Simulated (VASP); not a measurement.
Wanted: the native input for a VASP 6.6.1 run.

| Property | Result |
| --- | --- |
| Task | single point |
| Functional | LDA |
| Potentials or basis | VASP PAW LDA potentials, release 64 (S) |
| Cutoff | 520 eV |
| k mesh | 20 × 20 × 20 |
| Occupations | gaussian, width 0.15 eV |
| Spin | no spin polarisation |
| Dipole correction | no |
| Further INCAR settings | ALGO = Normal; EDIFF = 1e-06; NBANDS = 9 |

The structure of S lies in POSCAR:

```
S
1.0
    0.0000000000      1.9345198337      1.9644350888
    1.9345198337      0.0000000000      1.9644350888
    1.9345198337      1.9345198337      0.0000000000
S
1
Direct
    0.0000000000      0.0000000000      0.0000000000
```

This cell differs from its parent crystal: strain -0.030 along x and y, -0.015 along z.

The input as run:

INCAR

```
SYSTEM = S
PREC = Accurate ; ENCUT = 520
EDIFF = 1E-6 ; ISMEAR = 0
SIGMA = 0.15 ; LREAL = .FALSE.
LASPH = .TRUE. ; NELM = 60
ALGO = Normal ; ISIF = 2
LWAVE = .FALSE. ; LCHARG = .FALSE.
NBANDS = 9
```

KPOINTS

```
Automatic mesh
0
G
  20 20 20
  0 0 0
```

Potentials or basis: VASP PAW LDA potentials, release 64 (S).

Run with:

```bash
$ cat potpaw_LDA.64/S/POTCAR > POTCAR
$ mpirun -np 1 vasp_std > vasp.out
```

Results of the run:

* Pressure: 0.0 GPa
* Band gap on the k mesh: zero (band 3 reaches 12.06 eV, above the bottom of band 4 at 5.52 eV)

Caveat: the cell differs from its parent crystal (strain -0.030 along x and y, -0.015 along z).

Run time: 50 s on 1 thread of Intel Xeon 8259CL, on a shared host, peak memory 0.18 GiB.
